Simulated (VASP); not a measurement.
Set up this calculation in VASP 6.6.1, as the native input.

* Task: single point
* Functional: PBE
* Potentials or basis: VASP PAW PBE potentials, release 64 (Zn, Se)
* Cutoff: 500 eV
* k mesh: 8 × 8 × 8
* Occupations: gaussian, width 0.02 eV
* Spin: no spin polarisation
* Dipole correction: no
* Further INCAR settings: ALGO = Normal; EDIFF = 1e-06; NBANDS = 16

The structure of ZnSe (m.bB) lies in POSCAR:

```
ZnSe
1.0
    0.0000000000      2.8664716563      2.8664716563
    2.8664716563      0.0000000000      2.8664716563
    2.8664716563      2.8664716563      0.0000000000
Zn Se
1 1
Direct
    0.0000000000      0.0000000000      0.0000000000
    0.2500000000      0.2500000000      0.2500000000
```

These files were run (other wordings do the same):

INCAR

```
ALGO = Normal
EDIFF = 1E-6
ENCUT = 500
GGA = PE
GGA_COMPAT = False
ISIF = 2
ISMEAR = 0
LASPH = True
LCHARG = False
LREAL = False
LWAVE = False
NBANDS = 16
NELM = 120
PREC = Accurate
SIGMA = 0.02
```

KPOINTS

```
k-points
0
Gamma
  8 8 8
```

Potentials or basis: VASP PAW PBE potentials, release 64 (Zn, Se).

The run is started by

```bash
$ cat potpaw_PBE.64/Zn/POTCAR potpaw_PBE.64/Se/POTCAR > POTCAR
$ mpirun -np 1 vasp_std > vasp.out
```

Results of the run:

The pressure is 0.2 GPa and the band gap on the k mesh is 1.15 eV, direct.

Run time: 27 s on 1 thread of AMD EPYC 7R13, with other jobs on the host, peak memory 0.15 GiB.
